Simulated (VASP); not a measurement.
Here is a VASP 6.6.1 calculation.

Contents of INCAR:

```
PREC = Accurate ; ENCUT = 600
EDIFF = 1E-6 ; ISMEAR = 0
SIGMA = 0.02 ; LREAL = F
LASPH = T ; NELM = 100
ALGO = Normal ; ISIF = 4
LWAVE = F ; LCHARG = F
GGA = PE ; IBRION = 2
NSW = 50 ; EDIFFG = -0.01
```

The input KPOINTS:

```
Automatic mesh
0
Gamma
  8 8 4
```

POSCAR

```
Si
1.0
    3.3042009199     -1.9965375263      1.0190141408
    3.3042009199      1.9965375263      1.0190141408
    0.2803639439      0.0000000000      6.9098118115
Si
4
Direct
    0.0625006498      0.5625006498      0.8124996195
    0.4374993502      0.9374993502      0.6875003805
    0.9374993502      0.4374993502      0.1875003805
    0.5625006498      0.0625006498      0.3124996195
```

Potentials or basis: VASP PAW PBE potentials, release 64 (Si).

The run is started by

```bash
$ cat potpaw_PBE.64/Si/POTCAR > POTCAR
$ mpirun -np 1 vasp_std > vasp.out
```

Q: Estimate the band gap on the k mesh.

A: 0.79 eV.

Final structure:
```cif
data_structure
_symmetry_space_group_name_H-M 'P 1'
_symmetry_Int_Tables_number 1
_cell_length_a 3.9928
_cell_length_b 3.9928
_cell_length_c 6.9155
_cell_angle_alpha 73.229
_cell_angle_beta 73.229
_cell_angle_gamma 60.005
_cell_volume 90.03
loop_
_atom_site_label
_atom_site_type_symbol
_atom_site_fract_x
_atom_site_fract_y
_atom_site_fract_z
_atom_site_occupancy
Si1 Si 0.06250 0.56250 0.81250 1
Si2 Si 0.43750 0.93750 0.68750 1
Si3 Si 0.93750 0.43750 0.18750 1
Si4 Si 0.56250 0.06250 0.31250 1
```

A k mesh can miss the band edges.
